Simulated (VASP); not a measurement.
The system is BaTiO3.

```xyz
5
Lattice="3.9833 0.0000 0.0000 0.0000 2.8626 2.8753 0.0000 -2.8626 2.8753" Properties=species:S:1:pos:R:3 pbc="T T T"
Ba    0.0000    0.0000    0.0196
Ti    1.9917    0.0000    2.9817
O     1.9917    1.3943    4.2261
O     1.9917   -1.3943    4.2261
O     0.0000    0.0000    2.8075
```

| Quantity | Value |
| --- | --- |
| Program | VASP 6.6.1 |
| Task | relaxation of cell and atoms |
| Functional | PBEsol |
| Potentials or basis | VASP PAW PBE potentials, release 64 (Ba_sv, Ti_sv, O) |
| Cutoff | 600 eV |
| k mesh | 6 × 6 × 6 |
| Occupations | gaussian, width 0.02 eV |
| Spin | no spin polarisation |

At the start: pressure -3.1 GPa; volume 13.11 Å³/atom.

**Question.** How do energy, volume and symmetry change on relaxing?

**Answer.** Over 15 steps the energy falls by 2.6 meV/atom and the volume is 12.83 Å³/atom (-2.2 %); space group Amm2 (No. 38, to 0.1 Å) before and after.

The path:
| step | energy change (eV) | largest force (eV/Å) | pressure (GPa) | volume (Å³) |
| --- | --- | --- | --- | --- |
| 1 | 0.0000 | 0.1321 | -3.12 | 65.57 |
| 2 | 0.0033 | 0.3390 | 3.60 | 63.18 |
| 3 | -0.0116 | 0.1121 | -0.07 | 64.44 |
| 4 | -0.0126 | 0.0390 | -0.06 | 64.32 |
| 5 | -0.0127 | 0.0130 | -0.05 | 64.26 |
| 6 | -0.0129 | 0.0170 | 0.04 | 64.20 |
| 7 | -0.0129 | 0.0222 | 0.12 | 64.15 |
| 8 | -0.0130 | 0.0202 | -0.13 | 64.22 |
| 9 | -0.0130 | 0.0194 | -0.07 | 64.19 |
| 10 | -0.0130 | 0.0191 | -0.02 | 64.18 |
| 11 | -0.0130 | 0.0190 | 0.00 | 64.19 |
| 12 | -0.0130 | 0.0195 | -0.03 | 64.19 |
| 13 | -0.0130 | 0.0109 | -0.02 | 64.18 |
| 14 | -0.0130 | 0.0061 | -0.01 | 64.17 |
| 15 | -0.0130 | 0.0041 | 0.02 | 64.15 |

Final structure:
```
Ba Ti O
1.0
     3.95957    0.00000    0.00000
     0.00000    2.84076    2.85153
     0.00000   -2.84076    2.85153
Ba Ti O
1 1 3
Direct
  0.00000 0.00339 0.00339
  0.50000 0.51733 0.51733
  0.50000 0.98037 0.49072
  0.50000 0.49072 0.98037
  0.00000 0.48809 0.48809
```

Caveat: the PAW data sets were made with another functional, which shifts forces and pressure a little.
